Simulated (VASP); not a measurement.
The system is Rb2NbF6.

```
CELL_PARAMETERS angstrom
6.04088 0.00000 0.00000
3.02044 5.23156 0.00000
3.02044 1.74385 4.93236
ATOMIC_POSITIONS crystal
Rb 0.25000 0.25000 0.25000
Rb 0.75000 0.75000 0.75000
Nb 0.00000 0.00000 0.00000
F 0.24822 0.24822 0.75178
F 0.24822 0.75178 0.75178
F 0.75178 0.75178 0.24822
F 0.24822 0.75178 0.24822
F 0.75178 0.24822 0.75178
F 0.75178 0.24822 0.24822
```

```yaml
Program: VASP 6.6.1
Task: relaxation of cell and atoms
Functional: LDA
Potentials_or_basis: VASP PAW LDA potentials, release 64 (Rb_sv, Nb_sv, F)
Cutoff: 600 eV
k_mesh: 5 × 5 × 5
Occupations: methfessel-paxton, width 0.1 eV
Spin: no spin polarisation
```

At the start: pressure -12.2 GPa; volume 17.32 Å³/atom.

Q: Where does the relaxation end?

A: Over 12 steps the energy falls by 167.3 meV/atom and the volume is 16.13 Å³/atom (-6.9 %); space group Fm-3m (No. 225, to 0.1 Å) before and after.

Step by step:
```tsv
step	energy change (eV)	largest force (eV/Å)	pressure (GPa)	volume (Å³)
1	0.0000	2.7179	-12.18	155.88
2	-0.5388	2.9770	17.50	128.02
3	-1.4713	0.2647	0.26	138.81
4	-1.4726	0.1844	0.65	138.45
5	-1.4722	0.1079	1.05	138.12
6	-1.4842	0.0536	0.99	139.41
7	-1.5019	0.1155	0.84	143.33
8	-1.4936	0.3088	-1.41	146.44
9	-1.5052	0.0350	0.02	144.39
10	-1.5052	0.0319	0.05	144.37
11	-1.5055	0.0226	0.04	144.67
12	-1.5059	0.0073	0.02	145.18
```

Final structure:
```
Rb Nb F
1.0
     5.89937    0.00000    0.00000
     2.94969    5.10901    0.00000
     2.94969    1.70300    4.81682
Rb Nb F
2 1 6
Direct
  0.25000 0.25000 0.25000
  0.75000 0.75000 0.75000
  0.00000 0.00000 0.00000
  0.23496 0.23496 0.76504
  0.23496 0.76504 0.76504
  0.76504 0.76504 0.23496
  0.23496 0.76504 0.23496
  0.76504 0.23496 0.76504
  0.76504 0.23496 0.23496
```

Caveat: an odd number of electrons without spin polarisation forces a metal; a magnetic or distorted state may lie lower.
